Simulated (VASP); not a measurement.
Wanted: the native input for a VASP 6.6.1 run.

* Task: single point
* Functional: PBE
* Potentials or basis: VASP PAW PBE potentials, release 64 (Ge_d)
* Cutoff: 520 eV
* k mesh: 11 × 11 × 11
* Occupations: fermi-dirac, width 0.08 eV
* Spin: no spin polarisation
* Dipole correction: no
* Further INCAR settings: ALGO = Normal; EDIFF = 1e-07; NBANDS = 21

The structure of Ge lies in POSCAR:

```
Ge
1.0
    0.0000000000      2.8811472615      2.8811472615
    2.8811472615      0.0000000000      2.8811472615
    2.8811472615      2.8811472615      0.0000000000
Ge
2
Direct
   -0.1250000000     -0.1250000000     -0.1250000000
    0.1250000000      0.1250000000      0.1250000000
```

The input as run:

INCAR

```
SYSTEM = Ge
PREC = Accurate
ENCUT = 520
EDIFF = 1E-7
ISMEAR = -1
SIGMA = 0.08
LREAL = .FALSE.
LASPH = .TRUE.
NELM = 100
ALGO = Normal
ISIF = 2
LWAVE = .FALSE.
LCHARG = .TRUE.
GGA = PE
LELF = .TRUE.
LVHAR = .TRUE.
NBANDS = 21
```

KPOINTS

```
Automatic mesh
0
G
  11 11 11
  0 0 0
```

Potentials or basis: VASP PAW PBE potentials, release 64 (Ge_d).

The run is started by

```bash
$ cat potpaw_PBE.64/Ge_d/POTCAR > POTCAR
$ mpirun -np 1 vasp_std > vasp.out
```

It gave:

The pressure is -0.1 GPa and the band gap on the k mesh is zero (filled and empty bands touch).

Caveat: semilocal functionals underestimate gaps, so a narrow gap can read as zero.

Run time: 71 s on 1 thread of Intel Xeon 8259CL, on a shared host, peak memory 0.19 GiB.
